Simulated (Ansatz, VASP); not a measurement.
## Two plane-wave programs on Ga

The input INCAR:

```
PREC = Accurate ; ENCUT = 520
EDIFF = 1E-6 ; ISMEAR = -1
SIGMA = 0.1 ; LREAL = F
LASPH = T ; NELM = 60
ALGO = Normal ; ISIF = 2
LWAVE = F ; LCHARG = F
GGA = PS ; NBANDS = 20
```

KPOINTS

```
Automatic mesh
0
Gamma
  11 11 11
```

File POSCAR:

```
Ga
1.0
    0.0000000000      2.7586482326      2.7586482326
    2.7586482326      0.0000000000      2.7586482326
    2.7586482326      2.7586482326      0.0000000000
Ga
2
Direct
    0.1250000000      0.1250000000      0.1250000000
    0.8750000000      0.8750000000      0.8750000000
```

Input for Ansatz:

```yaml
crystal:
  lattice:
    - [0.0, 2.7586482326, 2.7586482326]
    - [2.7586482326, 0.0, 2.7586482326]
    - [2.7586482326, 2.7586482326, 0.0]
  atoms:
    - { symbol: Ga, position: [0.125, 0.125, 0.125] }
    - { symbol: Ga, position: [0.875, 0.875, 0.875] }
hamiltonian:
  xc: pbesol
  pseudopotentials:
    kind: paw
    azcp:
      Ga: "pseudopotentials/Ga.paw.azcp"
basis:
  ecutwfc: 420
  fft_grid_basis: typed
kpoints:
  mp_grid: { grid: [11, 11, 11], shift: [0, 0, 0] }
magnetization:
  spin_polarized: false
scf:
  occupations: { method: fermi_dirac, width: 0.1 }
  lower_state_search: "off"
output:
  stress: true
  write_density: true
  write_potential: true
  elf: true
  volumetric_format: npy
```

Alike in both runs: task single point; functional PBEsol; k mesh 11 × 11 × 11; occupations fermi-dirac, width 0.1 eV; no spin polarisation.

|  | VASP | Ansatz |
| --- | --- | --- |
| version | VASP 6.6.1 | Ansatz 0.2.0 |
| potentials or method | VASP PAW PBE potentials, release 64 (Ga_d), cutoff 520 eV | plane waves (420 eV) with PAW, scalar-relativistic |
| valence electrons in the cell | 26 | 26 |

```tsv
	VASP	Ansatz	Ansatz less VASP
pressure (GPa)	7.7	7.6	-0.10
```

VASP's potentials were made for PBE, not for PBEsol, and Ansatz warns of the same on its side.
